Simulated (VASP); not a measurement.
# In (I4/mmm) in VASP: single point with r2SCAN+rVV10

Aim: the single point of In with r2SCAN+rVV10.

Everything below comes from runs of VASP 6.6.1. Logs are shortened: lines on timing, memory, paths and dates and some standing lists are left out, and cuts for length are marked.

### Step 1. The cell of the first run

Symmetry: I4/mmm, No. 139, tetragonal system. Conventional cell: a = 3.389 Å, b = 3.389 Å, c = 4.595 Å, α = 90.00°, β = 90.00°, γ = 90.00°. Within 4.4 Å of In (site symmetry 4/mmm) lie 12 In at 3.32 to 3.39 Å.

### Step 2. Single point, r2SCAN+rVV10

Contents of POSCAR:

```
In
1.0
   -1.6947072700      1.6947072700      2.2973723900
    1.6947072700     -1.6947072700      2.2973723900
    1.6947072700      1.6947072700     -2.2973723900
In
1
Direct
    0.0000000000      0.0000000000      0.0000000000
```

Contents of INCAR.step1:

```
SYSTEM = In
PREC     = Accurate       ! precision mode
ENCUT    = 520            ! plane-wave cutoff, eV
ISMEAR   = 0              ! smearing method
SIGMA    = 0.1            ! smearing width, eV
LREAL    = .FALSE.        ! projectors in reciprocal space
LASPH    = .TRUE.         ! aspherical terms in the spheres
NELM     = 100            ! most SCF steps
NBANDS   = 12             ! bands
GGA      = PE             ! functional
ALGO     = Normal         ! electronic algorithm
EDIFF    = 1E-4           ! SCF threshold, eV
LWAVE    = .TRUE.         ! write WAVECAR
LCHARG   = .FALSE.        ! write CHGCAR
```

Contents of INCAR.step2:

```
SYSTEM = In
PREC     = Accurate       ! precision mode
ENCUT    = 520            ! plane-wave cutoff, eV
EDIFF    = 1E-7           ! SCF threshold, eV
ISMEAR   = 0              ! smearing method
SIGMA    = 0.1            ! smearing width, eV
LREAL    = .FALSE.        ! projectors in reciprocal space
LASPH    = .TRUE.         ! aspherical terms in the spheres
NELM     = 100            ! most SCF steps
ALGO     = Normal         ! electronic algorithm
ISIF     = 2              ! what is computed and relaxed
LWAVE    = .FALSE.        ! write WAVECAR
LCHARG   = .FALSE.        ! write CHGCAR
METAGGA  = R2SCAN         ! meta-GGA
LMIXTAU  = .TRUE.       
LUSE_VDW = .TRUE.       
IVDW_NL  = 2            
BPARAM   = 11.95        
CPARAM   = 0.0093       
NBANDS   = 12             ! bands
ISTART   = 1
```

Contents of KPOINTS:

```
Automatic mesh
0
G
  8 8 8
  0 0 0
```

Potentials or basis: VASP PAW PBE potentials, release 64 (In_d).

The run is started by

```sh
> cat potpaw_PBE.64/In_d/POTCAR > POTCAR
> cp INCAR.step1 INCAR
> mpirun -np 1 vasp_std > vasp.out
> cp INCAR.step2 INCAR
> mpirun -np 1 vasp_std > vasp.out
```

OUTCAR:

```text
SYSTEM = In
   PREC = Accurate
   ENCUT = 520
   EDIFF = 1E-7
   ISMEAR = 0
   LREAL = .FALSE.
   LASPH = .TRUE.
   NELM = 100
   ISIF = 2
   METAGGA = R2SCAN
   IVDW_NL = 2
   BPARAM = 11.95
   ISTART = 1

 ion  position               nearest neighbor table
   1  0.000  0.000  0.000-

  LATTYP: Found a body centered tetragonal cell.
 ALAT       =     3.3894145400
 C/A-ratio  =     1.3556160587

  Lattice vectors:

 A1 = (  -1.6947072700,   1.6947072700,   2.2973723900)
 A2 = (   1.6947072700,  -1.6947072700,   2.2973723900)
 A3 = (   1.6947072700,   1.6947072700,  -2.2973723900)

Analysis of symmetry for initial positions (statically):
=====================================================================
 Subroutine PRICEL returns:
 Original cell was already a primitive cell.

 Routine SETGRP: Setting up the symmetry group for a
 body centered tetragonal supercell.

 Subroutine GETGRP returns: Found 16 space group operations
 (whereof 16 operations were pure point group operations)
 out of a pool of 16 trial point group operations.

The static configuration has the point symmetry D_4h.

Analysis of symmetry for dynamics (positions and initial velocities):
=====================================================================
 Subroutine PRICEL returns:
 Original cell was already a primitive cell.

 Routine SETGRP: Setting up the symmetry group for a
 body centered tetragonal supercell.

 Subroutine GETGRP returns: Found 16 space group operations
 (whereof 16 operations were pure point group operations)
 out of a pool of 16 trial point group operations.

The dynamic configuration has the point symmetry D_4h.

 Subroutine INISYM returns: Found 16 space group operations
 (whereof 16 operations are pure point group operations),
 and found     1 'primitive' translations

----------------------------------------------------------------------------------------

                                     Primitive cell

  volume of cell :      26.3925

  direct lattice vectors                    reciprocal lattice vectors
    -1.694707270  1.694707270  2.297372390     0.000000000  0.295036204  0.217639945
     1.694707270 -1.694707270  2.297372390     0.295036204  0.000000000  0.217639945
     1.694707270  1.694707270 -2.297372390     0.295036204  0.295036204  0.000000000

  length of vectors
     3.319937554  3.319937554  3.319937554     0.366624477  0.366624477  0.417244201

  position of ions in fractional coordinates (direct lattice)
     0.000000000  0.000000000  0.000000000

  ion indices of the primitive-cell ions
   primitive index   ion index
                 1           1

----------------------------------------------------------------------------------------

 KPOINTS: Automatic mesh

Automatic generation of k-mesh.
 Grid dimensions read from file:
 generate k-points for:    8    8    8

 Generating k-lattice:

  Cartesian coordinates                     Fractional coordinates (reciprocal lattice)
     0.000000000  0.036879526  0.027204993     0.125000000 -0.000000000  0.000000000
     0.036879526  0.000000000  0.027204993    -0.000000000  0.125000000  0.000000000
     0.036879526  0.036879526  0.000000000     0.000000000  0.000000000  0.125000000

  Length of vectors
     0.045828060  0.045828060  0.052155525

  Shift w.r.t. Gamma in fractional coordinates (k-lattice)
     0.000000000  0.000000000  0.000000000

 Subroutine IBZKPT returns following result:
 ===========================================

 Found     59 irreducible k-points:

 Following reciprocal coordinates:
            Coordinates               Weight
  0.000000  0.000000  0.000000      1.000000
  0.125000  0.000000  0.000000      8.000000
  0.250000  0.000000  0.000000      8.000000
  0.375000  0.000000 -0.000000      8.000000
  0.500000  0.000000  0.000000      4.000000
  0.125000  0.125000  0.000000      8.000000
[... 16 lines left out ...]
  0.250000  0.125000  0.125000     16.000000
  0.375000  0.125000  0.125000      8.000000
 [... further k-points ...]
   k-points           NKPTS =     59   k-points in BZ     NKDIM =     59   number of bands    NBANDS=     12
   number of dos      NEDOS =    301   number of ions     NIONS =      1
   total plane-waves  NPLWV =  21952
   dimension x,y,z NGX =    28 NGY =   28 NGZ =   28
   dimension x,y,z NGXF=    56 NGYF=   56 NGZF=   56
   ions per type =               1
   NGX,Y,Z   is equivalent  to a cutoff of  14.02, 14.02, 14.02 a.u.
   NGXF,Y,Z  is equivalent  to a cutoff of  28.04, 28.04, 28.04 a.u.
 SYSTEM =  In
   PREC   = accura    normal or accurate (medium, high low for compatibility)
   ISTART =      1    job   : 0-new  1-cont  2-samecut
   ICHARG =      0    charge: 1-file 2-atom 10-const
   ISPIN  =      1    spin polarized calculation?
   LNONCOLLINEAR =      F non collinear calculations
   LSORBIT =      F    spin-orbit coupling
   LASPH  =      T    aspherical Exc in radial PAW
   ENCUT  =  520.0 eV  38.22 Ry    6.18 a.u.   6.17  6.17  6.17*2*pi/ulx,y,z
   NELM   =    100;   NELMIN=  2; NELMDL=  0     # of ELM steps
   EDIFF  = 0.1E-06   stopping-criterion for ELM
   LREAL  =      F    real-space projection
   EDIFFG = 0.1E-05   stopping-criterion for IOM
   NSW    =      0    number of steps for IOM
   IBRION =     -1    ionic relax: 0-MD 1-quasi-New 2-CG
   NFREE  =      0    steps in history (QN), initial steepest desc. (CG)
   ISIF   =      2    stress and relaxation
   ISYM   =      2    0-nonsym 1-usesym 2-fastsym
   POTIM  = 0.5000    time-step for ionic-motion
   TEBEG  =    0.0;   TEEND  =   0.0 temperature during run
   PSTRESS=    0.0 pullay stress
   NELECT =      13.0000    total number of electrons
   NUPDOWN=      -1.0000    fix difference up-down
   EMIN   =  10.00;   EMAX   =-10.00  energy-range for DOS
   EFERMI =   0.00;   METHOD = LEGACY
   ISMEAR =     0;   SIGMA  =   0.10  broadening in eV -4-tet -1-fermi 0-gaus
   EFERMI_NEDOS =   21; number of points for ismear=-14 and -15
   IALGO  =     38    algorithm
   IMIX   =      4    mixing-type and parameters
     AMIX     =   0.40;   BMIX     =  1.00
     AMIX_MAG =   1.60;   BMIX_MAG =  1.00
  volume/ion in A,a.u.               =      26.39       178.11
  Fermi-wavevector in a.u.,A,eV,Ry     =   1.292892  2.443212 22.743098  1.671571
  Thomas-Fermi vector in A             =   2.424572
   LORBIT       =      0    0 simple, 1 ext, 2 COOP (PROOUT), +10 PAW based schemes
   METAGGA = R2SCAN    functional components
   LHFCALC =     F    Hartree Fock is set to
   AEXX    =    0.0000 exact exchange contribution
   IVDW_NL    =     2    kernel type
   BPARAM     =11.9500
   IVDW    =     0    specifies the selected vdW correction
   LEPSILON=     F    determine dielectric tensor
   LRPA    =     F    only Hartree local field effects (RPA)
 non-spin polarized calculation
 Gauss-broadening in eV      SIGMA  =   0.10
  energy-cutoff  :      520.00
  volume of cell :       26.39
 maximum number of plane-waves:       726
 NGX is ok and might be reduce to    28
   NGX = 13   NGY = 13   NGZ = 13

 number of electron      13.0000005 magnetization

 Free energy of the ion-electron system (eV)
  ---------------------------------------------------
  ext. energy  EPLUGINS =         0.00000000
  ---------------------------------------------------
  free energy    TOTEN  =       -22.19731144 eV

  energy without entropy =      -22.19334480  energy(sigma->0) =      -22.19532812

 E-fermi :   7.4619     XC(G=0): -11.0607

 val. band max:        7.4399136634   @ k =  -0.2500  -0.3750   0.1250
 cond. band min:       7.5245333870   @ k =  -0.3750  -0.3750   0.1250
 fundamental gap:      0.0846197235
 Fermi energy:         7.4618993734

 k-point     1 :       0.0000    0.0000    0.0000
  band No.  band energies     occupation
      1      -7.8474      2.00000
      2      -7.8474      2.00000
      3      -7.7888      2.00000
      4      -7.6810      2.00000
      5      -7.6240      2.00000
      6      -2.6173      2.00000
      7      18.4044      0.00000
      8      18.5443      0.00000
      9      18.5443      0.00000
     10      19.4880      0.00000
     11      21.8348      0.00000
     12      21.8348      0.00000

 k-point     2 :       0.1250    0.0000    0.0000
  band No.  band energies     occupation
      1      -7.8427      2.00000
      2      -7.8227      2.00000
      3      -7.7753      2.00000
      4      -7.6768      2.00000
      5      -7.6288      2.00000
      6      -2.2574      2.00000
      7      15.0932      0.00000
      8      17.8485      0.00000
      9      17.9576      0.00000
     10      19.2504      0.00000
     11      22.8487      0.00000
     12      22.9273      0.00000

 k-point     3 :       0.2500    0.0000    0.0000
  band No.  band energies     occupation
      1      -7.8575      2.00000
      2      -7.8096      2.00000
      3      -7.7602      2.00000
      4      -7.6185      2.00000
      5      -7.6043      2.00000
      6      -1.1591      2.00000
      7      10.6579      0.00000
      8      16.8043      0.00000
      9      17.2047      0.00000
     10      19.1756      0.00000
     11      21.6075      0.00000
     12      21.7300      0.00000

 k-point     4 :       0.3750    0.0000   -0.0000
  band No.  band energies     occupation
      1      -7.8881      2.00000
      2      -7.8325      2.00000
      3      -7.7803      2.00000
      4      -7.5362      2.00000
      5      -7.5214      2.00000
      6       0.6925      2.00000
      7       6.7117      2.00000
      8      16.0514      0.00000
      9      16.6947      0.00000
     10      19.1080      0.00000
     11      20.4335      0.00000
     12      20.6599      0.00000

 k-point     5 :       0.5000    0.0000    0.0000
  band No.  band energies     occupation
      1      -7.9036      2.00000
      2      -7.8452      2.00000
      3      -7.7930      2.00000
      4      -7.5025      2.00000
      5      -7.4772      2.00000
      6       2.8921      2.00000
      7       3.8043      2.00000
      8      15.7778      0.00000
      9      16.5191      0.00000
     10      19.0745      0.00000
     11      20.0424      0.00000
     12      20.3012      0.00000
[... 228 lines left out ...]
      1      -8.0633      2.00000
      2      -7.9553      2.00000
      3      -7.5031      2.00000
      4      -7.4732      2.00000
      5      -7.4300      2.00000
      6       4.8010      2.00000
      7       5.0469      2.00000
      8      11.6627      0.00000
      9      11.9488      0.00000
     10      15.3139      0.00000
     11      15.5516      0.00000
     12      29.9614      0.00000

 k-point    22 :       0.1250    0.1250    0.1250
  band No.  band energies     occupation
      1      -7.9011      2.00000
      2      -7.7987      2.00000
      3      -7.6919      2.00000
      4      -7.6432      2.00000
      5      -7.5499      2.00000
      6      -0.2084      2.00000
      7      11.1706      0.00000
      8      11.7062      0.00000
      9      14.9168      0.00000
     10      19.5910      0.00000
     11      19.5972      0.00000
     12      24.3049      0.00000

 k-point    23 :       0.2500    0.1250    0.1250
  band No.  band energies     occupation
      1      -7.8724      2.00000
      2      -7.8248      2.00000
      3      -7.6922      2.00000
      4      -7.6033      2.00000
      5      -7.5255      2.00000
      6       1.6278      2.00000
      7       7.5912      0.06752
      8      11.0933      0.00000
      9      13.2358      0.00000
     10      19.4644      0.00000
     11      22.0602      0.00000
     12      23.6463      0.00000

 k-point    24 :       0.3750    0.1250    0.1250
  band No.  band energies     occupation
      1      -7.8589      2.00000
      2      -7.8324      2.00000
      3      -7.6819      2.00000
      4      -7.6065      2.00000
      5      -7.5119      2.00000
      6       3.6866      2.00000
      7       4.8643      2.00000
      8      11.1193      0.00000
      9      12.4910      0.00000
     10      19.4753      0.00000
     11      21.8934      0.00000
     12      26.0024      0.00000

 [... further k-points ...]

------------------------ aborting loop because EDIFF is reached ----------------------------------------

  FORCE on cell =-STRESS in cart. coord.  units (eV):
  Direction    XX          YY          ZZ          XY          YZ          ZX
  --------------------------------------------------------------------------------------
  -------------------------------------------------------------------------------------
  Total       -0.0500033     -0.0500033     -0.4100355      0.0000000     -0.0000000      0.0000000
  in kB       -3.0354885     -3.0354885    -24.8915118      0.0000000     -0.0000000      0.0000000
  external PRESSURE =     -10.3208296 kB  Pullay stress =       0.0000000 kB

 VOLUME and BASIS-vectors are now :
 -----------------------------------------------------------------------------
  energy-cutoff  :      520.00
  volume of cell :       26.39
      direct lattice vectors                 reciprocal lattice vectors
    -1.694707270  1.694707270  2.297372390     0.000000000  0.295036204  0.217639945
     1.694707270 -1.694707270  2.297372390     0.295036204  0.000000000  0.217639945
     1.694707270  1.694707270 -2.297372390     0.295036204  0.295036204  0.000000000

 POSITION                                       TOTAL-FORCE (eV/Angst)
 -----------------------------------------------------------------------------------
      0.00000      0.00000      0.00000         0.000000      0.000000     -0.000000
 -----------------------------------------------------------------------------------
    total drift:                                0.000000      0.000000      0.000000

  FREE ENERGIE OF THE ION-ELECTRON SYSTEM (eV)
  ---------------------------------------------------
  free  energy   TOTEN  =       -22.1973114396 eV

  energy  without entropy=      -22.1933447984  energy(sigma->0) =      -22.19532812
```

Wall time 1.8 min (1 thread of AMD EPYC 7R13 (Zen 3), shared host); peak memory 0.24 GiB.

What came out:

| Item | Value |
| --- | --- |
| Free energy | -22.1973 eV |
| Pressure | -1.0 GPa |
| Band gap on the k mesh | zero (an odd number of electrons rules out a gap without spin polarisation) |

Stress tensor (GPa, compression positive):
```
-0.30  0.00  0.00
 0.00 -0.30  0.00
 0.00  0.00 -2.49
```

Levels at points of the mesh, in eV from the Fermi level:
| k point | band 3 | band 4 | band 5 | band 6 | band 7 | band 8 | band 9 | band 10 |
| --- | --- | --- | --- | --- | --- | --- | --- | --- |
| (0.00, 0.00, 0.00) | -15.25 | -15.14 | -15.09 | -10.08 | 10.94 | 11.08 | 11.08 | 12.03 |
| (0.50, 0.00, 0.00) | -15.25 | -14.96 | -14.94 | -4.57 | -3.66 | 8.32 | 9.06 | 11.61 |
| (0.50, 0.50, 0.00) | -14.96 | -14.94 | -14.89 | -2.66 | -2.41 | 4.20 | 4.49 | 7.85 |
| (0.50, 0.50, 0.50) | -14.97 | -14.90 | -14.90 | -2.22 | -1.62 | 3.71 | 3.71 | 7.34 |

Caveat: the PAW data sets were made with another functional, which shifts forces and pressure a little; spin-orbit coupling is left out, which moves the levels of the heavy elements.
